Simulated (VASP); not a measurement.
# W2N (P-3m1) in VASP: further runs, part 2 of 2

VASP 6.6.1.

## 5. Single point, PBE

This run uses another cell than the first one, of 13.58 Å³/atom.

The input, INCAR:

```
SYSTEM = W2N
  PREC = Accurate
  ENCUT = 600
  EDIFF = 1E-6
  ISMEAR = 0
  SIGMA = 0.15
  LREAL = .FALSE.
  LASPH = .TRUE.
  NELM = 120
  ALGO = Normal
  ISIF = 2
  LWAVE = .FALSE.
  LCHARG = .FALSE.
  GGA = PE
  NBANDS = 60
  GGA_COMPAT = .FALSE.
```

The input, KPOINTS:

```
Automatic mesh
0
G
  16 16 3
  0 0 0
```

The input, POSCAR:

```
W2N
1.0
   -2.8327423466      0.0000000000      0.0000000000
   -1.4163711733     -2.4532268345      0.0000000000
    0.0000000000      0.0000000000     17.5896328176
W N
6 3
Direct
    0.0000000000      1.0000000000      0.0758675264
    0.0000000000      0.0000000000      0.9241324736
    0.3333333333      0.3333333333      0.2622945113
    0.6666666667      0.6666666667      0.7377054887
    0.3333333333      0.3333333333      0.4174160774
    0.6666666667      0.6666666667      0.5825839226
    1.0000000000      0.0000000000      0.5000000000
    0.3333333333      0.3333333333      0.1503914905
    0.6666666667      0.6666666667      0.8496085095
```

Potentials or basis: VASP PAW PBE potentials, release 64 (W_sv, N).

The run is started by

```bash
$ cat potpaw_PBE.64/W_sv/POTCAR potpaw_PBE.64/N/POTCAR > POTCAR
$ mpirun -np 1 vasp_std > vasp.out
```

OUTCAR:

```text
SYSTEM = W2N
   PREC = Accurate
   ENCUT = 600
   EDIFF = 1E-6
   ISMEAR = 0
   LREAL = .FALSE.
   LASPH = .TRUE.
   NELM = 120
   ISIF = 2
   GGA = PE

 ion  position               nearest neighbor table
   1  0.000  0.000  0.076-   8 2.10   8 2.10   8 2.10   2 2.67
   2  0.000  0.000  0.924-   9 2.10   9 2.10   9 2.10   1 2.67
   3  0.333  0.333  0.262-   8 1.97   5 2.73
   4  0.667  0.667  0.738-   9 1.97   6 2.73
   5  0.333  0.333  0.417-   7 2.19   7 2.19   7 2.19   3 2.73   6 3.33   6 3.33   6 3.33
   6  0.667  0.667  0.583-   7 2.19   7 2.19   7 2.19   4 2.73   5 3.33   5 3.33   5 3.33
   7  0.000  0.000  0.500-   5 2.19   6 2.19   6 2.19   5 2.19   6 2.19   5 2.19
   8  0.333  0.333  0.150-   3 1.97   1 2.10   1 2.10   1 2.10
   9  0.667  0.667  0.850-   4 1.97   2 2.10   2 2.10   2 2.10

  LATTYP: Found a hexagonal cell.
 ALAT       =     2.8327423466
 C/A-ratio  =     6.2094008793

  Lattice vectors:

 A1 = (   1.4163711733,   2.4532268345,   0.0000000000)
[... 190 lines left out ...]

 E-fermi :   9.9435     XC(G=0): -13.0371

 val. band max:        9.9106595975   @ k =   0.1250   0.0625   0.3333
 cond. band min:       9.9467334164   @ k =   0.1875   0.0625   0.0000
 fundamental gap:      0.0360738190
 Fermi energy:         9.9434851045

 k-point     1 :       0.0000    0.0000    0.0000
  band No.  band energies     occupation
      1     -64.4814      2.00000
      2     -64.4743      2.00000
      3     -64.3574      2.00000
      4     -64.3570      2.00000
      5     -64.3537      2.00000
      6     -64.3139      2.00000
[... 1501 lines left out ...]
     59      13.2927      0.00000
     60      13.4275      0.00000

 [... further k-points ...]
[... 5 lines left out ...]
  --------------------------------------------------------------------------------------
  -------------------------------------------------------------------------------------
  Total        0.5817618      0.5817618      1.1156483     -0.0000000      0.0000000     -0.0000000
  in kB        7.6252527      7.6252527     14.6229948     -0.0000000      0.0000000     -0.0000000
  external PRESSURE =       9.9578334 kB  Pullay stress =       0.0000000 kB

 VOLUME and BASIS-vectors are now :
 -----------------------------------------------------------------------------
  energy-cutoff  :      600.00
  volume of cell :      122.24
      direct lattice vectors                 reciprocal lattice vectors
    -2.832742347  0.000000000  0.000000000    -0.353014810  0.203813195  0.000000000
    -1.416371173 -2.453226835  0.000000000     0.000000000 -0.407626391  0.000000000
     0.000000000  0.000000000 17.589632818     0.000000000  0.000000000  0.056851670

 POSITION                                       TOTAL-FORCE (eV/Angst)
 -----------------------------------------------------------------------------------
      0.00000      0.00000      1.33448         0.000000     -0.000000     -0.091548
      0.00000      0.00000     16.25515        -0.000000     -0.000000      0.091548
     -1.41637     -0.81774      4.61366         0.000000      0.000000      0.077078
     -2.83274     -1.63548     12.97597        -0.000000     -0.000000     -0.077078
     -1.41637     -0.81774      7.34220         0.000000      0.000000     -0.108323
     -2.83274     -1.63548     10.24744         0.000000     -0.000000      0.108323
      0.00000      0.00000      8.79482        -0.000000     -0.000000     -0.000000
     -1.41637     -0.81774      2.64533         0.000000      0.000000      0.019964
     -2.83274     -1.63548     14.94430        -0.000000      0.000000     -0.019964
 -----------------------------------------------------------------------------------
    total drift:                               -0.000000     -0.000000      0.000000

  FREE ENERGIE OF THE ION-ELECTRON SYSTEM (eV)
  ---------------------------------------------------
  free  energy   TOTEN  =       -98.1347767540 eV

  energy  without entropy=      -98.0672227427  energy(sigma->0) =      -98.10099975
```

Wall time 24 min (1 thread of Oxide Virtual Turin-like, shared host); peak memory 0.59 GiB.

What came out:

| Item | Value |
| --- | --- |
| Free energy | -98.1348 eV |
| Pressure | 1.0 GPa |
| Largest force | 0.108 eV/Å |
| Band gap on the k mesh | zero (an odd number of electrons rules out a gap without spin polarisation) |

Forces on the atoms (eV/Å):
```
W    0.000  0.000 -0.092
W    0.000  0.000  0.092
W    0.000  0.000  0.077
W    0.000  0.000 -0.077
W    0.000  0.000 -0.108
W    0.000  0.000  0.108
N    0.000  0.000  0.000
N    0.000  0.000  0.020
N    0.000  0.000 -0.020
```

Stress tensor (GPa, compression positive):
```
0.76 0.00 0.00
0.00 0.76 0.00
0.00 0.00 1.46
```

Caveat: spin-orbit coupling is left out, which moves the levels of the heavy elements.

## 6. Summary

| spin | cell | k mesh | smearing | gap on the mesh (eV) | pressure (GPa) | largest force (eV/Å) |
| --- | --- | --- | --- | --- | --- | --- |
| off | a = 2.835, b = 2.835, c = 17.657 Å, angles 90.0, 90.0, 120.0°, 9 atoms, atomic positions A | 6 × 6 × 1 | gaussian 0.1 eV | none | -0.9 | 0.42 |
| collinear, zero start | a = 2.835, b = 2.835, c = 17.657 Å, angles 90.0, 90.0, 120.0°, 9 atoms, atomic positions A | 6 × 6 × 1 | gaussian 0.1 eV | none | -0.9 | 0.42 |
| off | a = 2.833, b = 2.833, c = 17.590 Å, angles 90.0, 90.0, 120.0°, 9 atoms, atomic positions B | 12 × 12 × 2 | gaussian 0.1 eV | none | 0.9 | 0.08 |
| off | a = 2.833, b = 2.833, c = 17.590 Å, angles 90.0, 90.0, 60.0°, 9 atoms, atomic positions B | 16 × 16 × 3 | gaussian 0.15 eV | none | 1.0 | 0.11 |

Alike in all rows: task single point; level PBE; potentials or basis VASP PAW PBE potentials, release 64 (W_sv, N); cutoff (eV) 600.

Caveats: some runs use coarse meshes; spin-orbit coupling is left out, which moves the levels of the heavy elements; no moment was typed at the start, so none could form (at least some runs).

Total energies depend on the potentials used, so only differences within one code and one set of settings carry meaning.

The gap in the log of VASP goes by the Fermi energy; the results here count the filled bands.